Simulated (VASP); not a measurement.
# CsI (Pm-3m) in VASP: settings compared

CsI is run at these levels: PBE, r2SCAN; tasks: single point.

Program: VASP 6.6.1. These are calculated values, not measurements. Logs are shortened: lines on timing, memory, paths and dates and some standing lists are left out, and cuts for length are marked.

## Step 1: The cell of the first run

Symmetry: Pm-3m, No. 221, cubic system. Conventional cell: a = 4.608 Å, b = 4.608 Å, c = 4.608 Å, α = 90.00°, β = 90.00°, γ = 90.00°. Cs (site symmetry m-3m) has 8 I at 3.99 Å and 6 Cs at 4.61 Å within 5.2 Å. Within 5.2 Å of I (site symmetry m-3m) lie 8 Cs at 3.99 Å and 6 I at 4.61 Å.

## Step 2: Single point, PBE

INCAR reads:

```
PREC = Accurate
ENCUT = 500
EDIFF = 1E-6
ISMEAR = 0
SIGMA = 0.01
LREAL = False
LASPH = True
NELM = 120
ALGO = Normal
ISIF = 2
LWAVE = False
LCHARG = False
GGA = PE
NBANDS = 15
GGA_COMPAT = False
```

KPOINTS reads:

```
Automatic mesh
0
Gamma
  4 4 4
  0.5 0.5 0.5
```

POSCAR reads:

```
CsI
1.0
    4.6080833777      0.0000000000      0.0000000000
    0.0000000000      4.6080833777      0.0000000000
    0.0000000000      0.0000000000      4.6080833777
Cs I
1 1
Direct
    0.0000000000      0.0000000000      0.0000000000
    0.5000000000      0.5000000000      0.5000000000
```

Potentials or basis: VASP PAW PBE potentials, release 64 (Cs_sv, I).

Run with:

```bash
$ cat potpaw_PBE.64/Cs_sv/POTCAR potpaw_PBE.64/I/POTCAR > POTCAR
$ mpirun -np 1 vasp_std > vasp.out
```

OUTCAR:

```text
PREC = Accurate
   ENCUT = 500
   EDIFF = 1E-6
   ISMEAR = 0
   LREAL = False
   LASPH = True
   NELM = 120
   ISIF = 2
   GGA = PE

 ion  position               nearest neighbor table
   1  0.000  0.000  0.000-
   2  0.500  0.500  0.500-

  LATTYP: Found a simple cubic cell.
 ALAT       =     4.6080833777

  Lattice vectors:

 A1 = (   4.6080833777,   0.0000000000,   0.0000000000)
 A2 = (   0.0000000000,   4.6080833777,   0.0000000000)
 A3 = (   0.0000000000,   0.0000000000,   4.6080833777)

Analysis of symmetry for initial positions (statically):
=====================================================================
 Subroutine PRICEL returns:
 Original cell was already a primitive cell.

 Routine SETGRP: Setting up the symmetry group for a
 simple cubic supercell.

 Subroutine GETGRP returns: Found 48 space group operations
 (whereof 48 operations were pure point group operations)
 out of a pool of 48 trial point group operations.

The static configuration has the point symmetry O_h .

Analysis of symmetry for dynamics (positions and initial velocities):
=====================================================================
 Subroutine PRICEL returns:
 Original cell was already a primitive cell.

 Routine SETGRP: Setting up the symmetry group for a
 simple cubic supercell.

 Subroutine GETGRP returns: Found 48 space group operations
 (whereof 48 operations were pure point group operations)
 out of a pool of 48 trial point group operations.

The dynamic configuration has the point symmetry O_h .

 Subroutine INISYM returns: Found 48 space group operations
 (whereof 48 operations are pure point group operations),
 and found     1 'primitive' translations

----------------------------------------------------------------------------------------

                                     Primitive cell

  volume of cell :      97.8500

  direct lattice vectors                    reciprocal lattice vectors
     4.608083378  0.000000000  0.000000000     0.217009962  0.000000000  0.000000000
     0.000000000  4.608083378  0.000000000     0.000000000  0.217009962  0.000000000
     0.000000000  0.000000000  4.608083378     0.000000000  0.000000000  0.217009962

  length of vectors
     4.608083378  4.608083378  4.608083378     0.217009962  0.217009962  0.217009962

  position of ions in fractional coordinates (direct lattice)
     0.000000000  0.000000000  0.000000000
     0.500000000  0.500000000  0.500000000

[... 65 lines left out ...]
   PSTRESS=    0.0 pullay stress
   NELECT =      16.0000    total number of electrons
   NUPDOWN=      -1.0000    fix difference up-down
   EMIN   =  10.00;   EMAX   =-10.00  energy-range for DOS
   EFERMI =   0.00;   METHOD = LEGACY
   ISMEAR =     0;   SIGMA  =   0.01  broadening in eV -4-tet -1-fermi 0-gaus
   EFERMI_NEDOS =   21; number of points for ismear=-14 and -15
   IALGO  =     38    algorithm
   IMIX   =      4    mixing-type and parameters
     AMIX     =   0.40;   BMIX     =  1.00
     AMIX_MAG =   1.60;   BMIX_MAG =  1.00
  volume/ion in A,a.u.               =      48.93       330.16
  Fermi-wavevector in a.u.,A,eV,Ry     =   0.895216  1.691713 10.903868  0.801412
  Thomas-Fermi vector in A             =   2.017520
   LORBIT       =      0    0 simple, 1 ext, 2 COOP (PROOUT), +10 PAW based schemes
   GGA     = PE    functional components
   LHFCALC =     F    Hartree Fock is set to
   AEXX    =    0.0000 exact exchange contribution
   IVDW    =     0    specifies the selected vdW correction
   LEPSILON=     F    determine dielectric tensor
   LRPA    =     F    only Hartree local field effects (RPA)
 non-spin polarized calculation
 Gauss-broadening in eV      SIGMA  =   0.01
  energy-cutoff  :      500.00
  volume of cell :       97.85
 maximum number of plane-waves:      2496
 NGX is ok and might be reduce to    36
   NGX = 17   NGY = 17   NGZ = 17

 number of electron      16.0000002 magnetization

 Free energy of the ion-electron system (eV)
  ---------------------------------------------------
  ext. energy  EPLUGINS =         0.00000000
  ---------------------------------------------------
  free energy    TOTEN  =        -5.43981552 eV

  energy without entropy =       -5.43981552  energy(sigma->0) =       -5.43981552

 E-fermi :   0.5135     XC(G=0):  -7.6542

 val. band max:        0.3991045255   @ k =   0.3750   0.3750   0.1250
 cond. band min:       5.3272725695   @ k =   0.1250   0.1250   0.1250
 fundamental gap:      4.9281680440
 Fermi energy:         0.5135039612

 k-point     1 :       0.1250    0.1250    0.1250
  band No.  band energies     occupation
      1     -19.7601      2.00000
      2      -9.9575      2.00000
      3      -6.5152      2.00000
      4      -6.5152      2.00000
      5      -6.4391      2.00000
      6       0.1463      2.00000
      7       0.3813      2.00000
      8       0.3813      2.00000
      9       5.3273      0.00000
     10       5.4627      0.00000
     11       5.4627      0.00000
     12       7.9240      0.00000
     13       7.9240      0.00000
     14       8.8572      0.00000
[... 41 lines left out ...]
      2      -9.7588      2.00000
      3      -6.6876      2.00000
      4      -6.6802      2.00000
      5      -6.6802      2.00000
      6      -0.4159      2.00000
      7      -0.4159      2.00000
      8      -0.2650      2.00000
      9       6.4980      0.00000
     10       7.1852      0.00000
     11       7.1852      0.00000
     12       8.0763      0.00000
     13       8.3614      0.00000
     14       8.3614      0.00000
     15      10.6846      0.00000

------------------------ aborting loop because EDIFF is reached ----------------------------------------

  FORCE on cell =-STRESS in cart. coord.  units (eV):
  Direction    XX          YY          ZZ          XY          YZ          ZX
  --------------------------------------------------------------------------------------
  -------------------------------------------------------------------------------------
  Total        0.2649026      0.2649026      0.2649026     -0.0000000      0.0000000     -0.0000000
  in kB        4.3374639      4.3374639      4.3374639     -0.0000000      0.0000000     -0.0000000
  external PRESSURE =       4.3374639 kB  Pullay stress =       0.0000000 kB

 VOLUME and BASIS-vectors are now :
 -----------------------------------------------------------------------------
  energy-cutoff  :      500.00
  volume of cell :       97.85
      direct lattice vectors                 reciprocal lattice vectors
     4.608083378  0.000000000  0.000000000     0.217009962  0.000000000  0.000000000
     0.000000000  4.608083378  0.000000000     0.000000000  0.217009962  0.000000000
     0.000000000  0.000000000  4.608083378     0.000000000  0.000000000  0.217009962

 POSITION                                       TOTAL-FORCE (eV/Angst)
 -----------------------------------------------------------------------------------
      0.00000      0.00000      0.00000         0.000000      0.000000      0.000000
      2.30404      2.30404      2.30404         0.000000      0.000000      0.000000
 -----------------------------------------------------------------------------------
    total drift:                               -0.000000      0.000000      0.000000

  FREE ENERGIE OF THE ION-ELECTRON SYSTEM (eV)
  ---------------------------------------------------
  free  energy   TOTEN  =        -5.4398155240 eV

  energy  without entropy=       -5.4398155240  energy(sigma->0) =       -5.43981552
```

Run time: 8.9 s. Hardware: 1 thread of Intel Xeon Platinum 8259CL at 2.50GHz (Skylake/Cascade Lake), shared host; peak memory 0.2 GiB.

What came out:

| Item | Value |
| --- | --- |
| Free energy | -5.4398 eV |
| Pressure | 0.4 GPa |
| Band gap on the k mesh | 4.93 eV, indirect (least direct gap 4.95 eV) |

Levels at points of the mesh, in eV from the valence-band top:
| k point | band 5 | band 6 | band 7 | band 8 | band 9 | band 10 | band 11 | band 12 |
| --- | --- | --- | --- | --- | --- | --- | --- | --- |
| (0.12, 0.12, 0.12) | -6.84 | -0.25 | -0.02 | -0.02 | 4.93 | 5.06 | 5.06 | 7.52 |

Caveat: spin-orbit coupling is left out, which moves the levels of the heavy elements.

## Step 3: Single point, PBE

INCAR reads:

```
SYSTEM = CsI
ALGO = Normal ; EDIFF = 1E-6
ENCUT = 500 ; GGA = PE
GGA_COMPAT = .FALSE. ; ISIF = 2
ISMEAR = 1 ; LASPH = .TRUE.
LCHARG = .FALSE. ; LREAL = .FALSE.
LWAVE = .FALSE. ; NBANDS = 15
NELM = 120 ; PREC = Accurate
SIGMA = 0.05
```

KPOINTS reads:

```
k-points
0
G
  4 4 4
  0 0 0
```

POSCAR is that of step 2.

Potentials or basis: VASP PAW PBE potentials, release 64 (Cs_sv, I).

Run with:

```bash
$ cat potpaw_PBE.64/Cs_sv/POTCAR potpaw_PBE.64/I/POTCAR > POTCAR
$ mpirun -np 1 vasp_std > vasp.out
```

OUTCAR:

```text
SYSTEM = CsI
   EDIFF = 1E-6
   ENCUT = 500
   GGA = PE
   ISIF = 2
   ISMEAR = 1
   LASPH = .TRUE.
   LREAL = .FALSE.
   NELM = 120
   PREC = Accurate

 ion  position               nearest neighbor table
   1  0.000  0.000  0.000-
   2  0.500  0.500  0.500-

  LATTYP: Found a simple cubic cell.
 ALAT       =     4.6080833777

  Lattice vectors:

 A1 = (   4.6080833777,   0.0000000000,   0.0000000000)
[... 348 lines left out ...]
     15      10.3074      0.00000

------------------------ aborting loop because EDIFF is reached ----------------------------------------

  FORCE on cell =-STRESS in cart. coord.  units (eV):
  Direction    XX          YY          ZZ          XY          YZ          ZX
  --------------------------------------------------------------------------------------
  -------------------------------------------------------------------------------------
  Total        0.2770123      0.2770123      0.2770123     -0.0000000     -0.0000000     -0.0000000
  in kB        4.5357450      4.5357450      4.5357450     -0.0000000     -0.0000000     -0.0000000
  external PRESSURE =       4.5357450 kB  Pullay stress =       0.0000000 kB

 VOLUME and BASIS-vectors are now :
 -----------------------------------------------------------------------------
  energy-cutoff  :      500.00
  volume of cell :       97.85
      direct lattice vectors                 reciprocal lattice vectors
     4.608083378  0.000000000  0.000000000     0.217009962  0.000000000  0.000000000
     0.000000000  4.608083378  0.000000000     0.000000000  0.217009962  0.000000000
     0.000000000  0.000000000  4.608083378     0.000000000  0.000000000  0.217009962

 POSITION                                       TOTAL-FORCE (eV/Angst)
 -----------------------------------------------------------------------------------
      0.00000      0.00000      0.00000         0.000000      0.000000      0.000000
      2.30404      2.30404      2.30404         0.000000      0.000000      0.000000
 -----------------------------------------------------------------------------------
    total drift:                               -0.000000      0.000000      0.000000

  FREE ENERGIE OF THE ION-ELECTRON SYSTEM (eV)
  ---------------------------------------------------
  free  energy   TOTEN  =        -5.4348613451 eV

  energy  without entropy=       -5.4350029848  energy(sigma->0) =       -5.43490856
```

OSZICAR:

```text
N       E                     dE             d eps       ncg     rms          rms(c)
DAV:   1     0.824094459544E+02    0.82409E+02   -0.58075E+03   300   0.835E+02
DAV:   2     0.179733411299E+01   -0.80612E+02   -0.72966E+02   406   0.142E+02
DAV:   3    -0.547569834270E+01   -0.72730E+01   -0.72461E+01   384   0.456E+01
DAV:   4    -0.557937937278E+01   -0.10368E+00   -0.10367E+00   409   0.650E+00
DAV:   5    -0.558071433604E+01   -0.13350E-02   -0.13350E-02   405   0.727E-01    0.158E+00
DAV:   6    -0.545658503703E+01    0.12413E+00   -0.98092E-02   370   0.154E+00    0.110E+00
DAV:   7    -0.543094516965E+01    0.25640E-01   -0.10123E-01   377   0.153E+00    0.617E-01
DAV:   8    -0.543510389296E+01   -0.41587E-02   -0.13327E-02   321   0.620E-01    0.133E-01
DAV:   9    -0.543477413213E+01    0.32976E-03   -0.56064E-04   384   0.122E-01    0.571E-02
DAV:  10    -0.543486530864E+01   -0.91177E-04   -0.30138E-04   314   0.920E-02    0.351E-02
DAV:  11    -0.543486047291E+01    0.48357E-05   -0.98274E-06   384   0.156E-02    0.168E-02
DAV:  12    -0.543486194496E+01   -0.14720E-05   -0.20634E-06   348   0.974E-03    0.737E-03
DAV:  13    -0.543486134505E+01    0.59991E-06   -0.12999E-06   291   0.601E-03
   1 F= -.54348613E+01 E0= -.54349086E+01  d E =0.141640E-03
```

It took 17 s on 1 thread of Intel Xeon Platinum 8259CL at 2.50GHz (Skylake/Cascade Lake), shared host; peak memory 0.2 GiB.

Results:

```
Free energy            : -5.4349 eV
Pressure               : 0.5 GPa
Band gap on the k mesh : 3.79 eV, indirect (least direct gap 3.88 eV)
```

Caveat: spin-orbit coupling is left out, which moves the levels of the heavy elements. A k mesh can miss the band edges.

[end of part 1 of 2]
